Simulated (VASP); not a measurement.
# Ta2NbO4 (Amm2) in VASP: single point with PBE

Aim: the single point of Ta2NbO4 with PBE.

All numbers are computed with VASP 6.6.1; they aren't measurements. Logs are shortened: lines on timing, memory, paths and dates and some standing lists are left out, and cuts for length are marked.

### Step 1. The cell of the first run

It takes space group Amm2 (No. 38, orthorhombic). The conventional cell has a = 5.133 Å, b = 7.436 Å, c = 5.881 Å, α = 90.00°, β = 90.00°, γ = 90.00°. Within 2.7 Å of Ta (site symmetry m) lie 4 O at 2.04 to 2.05 Å and 1 Ta at 2.68 Å. Within 2.7 Å of Nb (site symmetry mm2) lie 4 O at 2.02 Å. Within 2.7 Å of O (site symmetry 1) lie 1 Nb at 2.02 Å and 2 Ta at 2.04 to 2.05 Å and 2 O at 2.54 to 2.60 Å.

### Step 2. Single point, PBE

Contents of INCAR:

```
PREC = Accurate
ENCUT = 520
EDIFF = 1E-6
ISMEAR = 0
SIGMA = 0.1
LREAL = F
LASPH = T
NELM = 60
ALGO = Normal
ISIF = 2
LWAVE = F
LCHARG = F
GGA = PE
NBANDS = 38
```

Contents of KPOINTS:

```
Automatic mesh
0
Gamma
  6 8 8
```

Contents of POSCAR:

```
Ta2NbO4
1.0
    5.1334811803      0.0000000000      0.0000000000
    0.0000000000      3.7181866672      2.9403606084
    0.0000000000     -3.7181866672      2.9403606084
Ta Nb O
2 1 4
Direct
    0.5000000000      0.4973478604      0.1364915258
    0.5000000000      0.1364915258      0.4973478604
    0.0000000000      0.5212577488      0.5212577488
    0.7469095768      0.3856875840      0.7876292085
    0.2530904232      0.7876292085      0.3856875840
    0.7469095768      0.7876292085      0.3856875840
    0.2530904232      0.3856875840      0.7876292085
```

Potentials or basis: VASP PAW PBE potentials, release 64 (Ta_pv, Nb_sv, O).

Started as:

```sh
$ cat potpaw_PBE.64/Ta_pv/POTCAR potpaw_PBE.64/Nb_sv/POTCAR potpaw_PBE.64/O/POTCAR > POTCAR
$ mpirun -np 1 vasp_std > vasp.out
```

OUTCAR:

```text
PREC = Accurate
   ENCUT = 520
   EDIFF = 1E-6
   ISMEAR = 0
   LREAL = F
   LASPH = T
   NELM = 60
   ISIF = 2
   GGA = PE

 ion  position               nearest neighbor table
   1  0.500  0.497  0.136-   5 2.04   6 2.04   4 2.05   7 2.05   2 2.68   2 3.12   2 3.12   3 3.14
                             3 3.14
   2  0.500  0.136  0.497-   4 2.04   7 2.04   6 2.05   5 2.05   1 2.68   1 3.12   1 3.12   3 3.14
                             3 3.14
   3  0.000  0.521  0.521-   4 2.02   5 2.02   6 2.02   7 2.02   1 3.14   2 3.14   1 3.14   2 3.14

   4  0.747  0.386  0.788-   3 2.02   2 2.04   1 2.05
   5  0.253  0.788  0.386-   3 2.02   1 2.04   2 2.05
   6  0.747  0.788  0.386-   3 2.02   1 2.04   2 2.05
   7  0.253  0.386  0.788-   3 2.02   2 2.04   1 2.05

  LATTYP: Found a base centered orthorhombic cell.
 ALAT       =     5.8807212168
 B/A-ratio  =     1.2645342400
 C/A-ratio  =     0.8729339465

  Lattice vectors:

 A1 = (   0.0000000000,   3.7181866672,   2.9403606084)
 A2 = (   0.0000000000,  -3.7181866672,   2.9403606084)
 A3 = (   5.1334811803,   0.0000000000,   0.0000000000)

Analysis of symmetry for initial positions (statically):
=====================================================================
 Subroutine PRICEL returns:
 Original cell was already a primitive cell.

 Routine SETGRP: Setting up the symmetry group for a
 base centered orthorhombic supercell.

 Subroutine GETGRP returns: Found  4 space group operations
 (whereof  4 operations were pure point group operations)
 out of a pool of  8 trial point group operations.

The static configuration has the point symmetry C_2v.

Analysis of symmetry for dynamics (positions and initial velocities):
=====================================================================
 Subroutine PRICEL returns:
 Original cell was already a primitive cell.

 Routine SETGRP: Setting up the symmetry group for a
 base centered orthorhombic supercell.

 Subroutine GETGRP returns: Found  4 space group operations
 (whereof  4 operations were pure point group operations)
 out of a pool of  8 trial point group operations.

The dynamic configuration has the point symmetry C_2v.

 Subroutine INISYM returns: Found  4 space group operations
 (whereof  4 operations are pure point group operations),
 and found     1 'primitive' translations

----------------------------------------------------------------------------------------

                                     Primitive cell

  volume of cell :     112.2467

[... 99 lines left out ...]
   LREAL  =      F    real-space projection
   EDIFFG = 0.1E-04   stopping-criterion for IOM
   NSW    =      0    number of steps for IOM
   IBRION =     -1    ionic relax: 0-MD 1-quasi-New 2-CG
   NFREE  =      0    steps in history (QN), initial steepest desc. (CG)
   ISIF   =      2    stress and relaxation
   ISYM   =      2    0-nonsym 1-usesym 2-fastsym
   POTIM  = 0.5000    time-step for ionic-motion
   TEBEG  =    0.0;   TEEND  =   0.0 temperature during run
   PSTRESS=    0.0 pullay stress
   NELECT =      59.0000    total number of electrons
   NUPDOWN=      -1.0000    fix difference up-down
   EMIN   =  10.00;   EMAX   =-10.00  energy-range for DOS
   EFERMI =   0.00;   METHOD = LEGACY
   ISMEAR =     0;   SIGMA  =   0.10  broadening in eV -4-tet -1-fermi 0-gaus
   EFERMI_NEDOS =   21; number of points for ismear=-14 and -15
   IALGO  =     38    algorithm
   IMIX   =      4    mixing-type and parameters
     AMIX     =   0.40;   BMIX     =  1.00
     AMIX_MAG =   1.60;   BMIX_MAG =  1.00
  volume/ion in A,a.u.               =      16.04       108.21
  Fermi-wavevector in a.u.,A,eV,Ry     =   1.321197  2.496700 23.749807  1.745562
  Thomas-Fermi vector in A             =   2.450968
   LORBIT       =      0    0 simple, 1 ext, 2 COOP (PROOUT), +10 PAW based schemes
   GGA     = PE    functional components
   LHFCALC =     F    Hartree Fock is set to
   AEXX    =    0.0000 exact exchange contribution
   IVDW    =     0    specifies the selected vdW correction
   LEPSILON=     F    determine dielectric tensor
   LRPA    =     F    only Hartree local field effects (RPA)
 non-spin polarized calculation
 Gauss-broadening in eV      SIGMA  =   0.10
  energy-cutoff  :      520.00
  volume of cell :      112.25
 maximum number of plane-waves:      3043
 NGX is ok and might be reduce to    40
   NGX = 19   NGY = 17   NGZ = 17

 number of electron      59.0000004 magnetization

 Free energy of the ion-electron system (eV)
  ---------------------------------------------------
  ext. energy  EPLUGINS =         0.00000000
  ---------------------------------------------------
  free energy    TOTEN  =       -67.30350129 eV

  energy without entropy =      -67.29082982  energy(sigma->0) =      -67.29716555

 E-fermi :   4.6748     XC(G=0): -10.1365

 val. band max:        4.6697437454   @ k =   0.3333   0.5000   0.1250
 cond. band min:       4.6754896756   @ k =   0.3333  -0.3750   0.1250
 fundamental gap:      0.0057459303
 Fermi energy:         4.6747861925

 k-point     1 :       0.0000    0.0000    0.0000
  band No.  band energies     occupation
      1     -51.5749      2.00000
      2     -31.3170      2.00000
      3     -31.0430      2.00000
      4     -30.9932      2.00000
      5     -30.7884      2.00000
      6     -30.7812      2.00000
[... 973 lines left out ...]
     37       8.6734      0.00000
     38       8.8019      0.00000

 [... further k-points ...]
[... 5 lines left out ...]
  --------------------------------------------------------------------------------------
  -------------------------------------------------------------------------------------
  Total        0.1826383     -0.1390334      0.3933967      0.0000000      0.0000000      0.0000000
  in kB        2.6069258     -1.9845217      5.6152296      0.0000000      0.0000000      0.0000000
  external PRESSURE =       2.0792113 kB  Pullay stress =       0.0000000 kB

 VOLUME and BASIS-vectors are now :
 -----------------------------------------------------------------------------
  energy-cutoff  :      520.00
  volume of cell :      112.25
      direct lattice vectors                 reciprocal lattice vectors
     5.133481180  0.000000000  0.000000000     0.194799584  0.000000000  0.000000000
     0.000000000  3.718186667  2.940360608     0.000000000  0.134474152  0.170047170
     0.000000000 -3.718186667  2.940360608     0.000000000 -0.134474152  0.170047170

 POSITION                                       TOTAL-FORCE (eV/Angst)
 -----------------------------------------------------------------------------------
      2.56674      1.34173      1.86372         0.000000     -0.054776     -0.029513
      2.56674     -1.34173      1.86372         0.000000      0.054776     -0.029513
      0.00000      0.00000      3.06537         0.000000      0.000000      0.018590
      3.83425     -1.49449      3.44997         0.071735      0.040789      0.010109
      1.29923      1.49449      3.44997        -0.071735     -0.040789      0.010109
      3.83425      1.49449      3.44997         0.071735     -0.040789      0.010109
      1.29923     -1.49449      3.44997        -0.071735      0.040789      0.010109
 -----------------------------------------------------------------------------------
    total drift:                                0.000000     -0.000000      0.001974

  FREE ENERGIE OF THE ION-ELECTRON SYSTEM (eV)
  ---------------------------------------------------
  free  energy   TOTEN  =       -67.3035012905 eV

  energy  without entropy=      -67.2908298176  energy(sigma->0) =      -67.29716555
```

OSZICAR:

```text
N       E                     dE             d eps       ncg     rms          rms(c)
DAV:   1     0.611745827545E+03    0.61175E+03   -0.32853E+04  6584   0.154E+03
DAV:   2    -0.256624630279E+02   -0.63741E+03   -0.61991E+03  7792   0.502E+02
DAV:   3    -0.748902002604E+02   -0.49228E+02   -0.48473E+02  8902   0.130E+02
DAV:   4    -0.779075783832E+02   -0.30174E+01   -0.29918E+01 10982   0.308E+01
DAV:   5    -0.779775404356E+02   -0.69962E-01   -0.69872E-01  9228   0.289E+00    0.351E+01
DAV:   6    -0.681494209433E+02    0.98281E+01   -0.64689E+01  8166   0.430E+01    0.166E+01
DAV:   7    -0.679299002397E+02    0.21952E+00   -0.16509E+01  8904   0.189E+01    0.101E+01
DAV:   8    -0.673660544231E+02    0.56385E+00   -0.40802E+00  9884   0.928E+00    0.636E+00
DAV:   9    -0.673011549729E+02    0.64899E-01   -0.45096E-01 10138   0.352E+00    0.930E-01
DAV:  10    -0.673025226578E+02   -0.13677E-02   -0.43915E-02  9388   0.110E+00    0.388E-01
DAV:  11    -0.673033493026E+02   -0.82664E-03   -0.56892E-03  9232   0.469E-01    0.974E-02
DAV:  12    -0.673034427908E+02   -0.93488E-04   -0.11895E-03  8404   0.163E-01    0.434E-02
DAV:  13    -0.673034906617E+02   -0.47871E-04   -0.28831E-04  8686   0.956E-02    0.171E-02
DAV:  14    -0.673034995138E+02   -0.88521E-05   -0.51953E-05  8968   0.369E-02    0.846E-03
DAV:  15    -0.673035013560E+02   -0.18422E-05   -0.10451E-05  7250   0.157E-02    0.269E-03
DAV:  16    -0.673035012905E+02    0.65528E-07   -0.80837E-07  5416   0.551E-03
   1 F= -.67303501E+02 E0= -.67297166E+02  d E =-.126715E-01
```

stdout:

```text
POSCAR found type information on POSCAR TaNbO
 POSCAR found :  3 types and       7 ions
 scaLAPACK will be used
 LDA part: xc-table for (Slater+PW92), standard interpolation
 POSCAR, INCAR and KPOINTS ok, starting setup
 FFT: planning ... GRIDC
 FFT: planning ... GRID_SOFT
 FFT: planning ... GRID
 WAVECAR not read
 entering main loop
```

Wall time 10 min (1 thread of Intel Xeon 8259CL, shared host); peak memory 0.44 GiB.

What came out:

- Free energy: -67.3035 eV
- Pressure: 0.2 GPa
- Largest force: 0.083 eV/Å
- Band gap on the k mesh: zero (an odd number of electrons rules out a gap without spin polarisation)

Forces on the atoms (eV/Å):
```
Ta   0.000 -0.055 -0.030
Ta   0.000  0.055 -0.030
Nb   0.000  0.000  0.019
O    0.072  0.041  0.010
O   -0.072 -0.041  0.010
O    0.072 -0.041  0.010
O   -0.072  0.041  0.010
```

Stress tensor (GPa, compression positive):
```
 0.26  0.00  0.00
 0.00 -0.20  0.00
 0.00  0.00  0.56
```

Caveat: spin-orbit coupling is left out, which moves the levels of the heavy elements; an odd number of electrons without spin polarisation forces a metal; a magnetic or distorted state may lie lower.
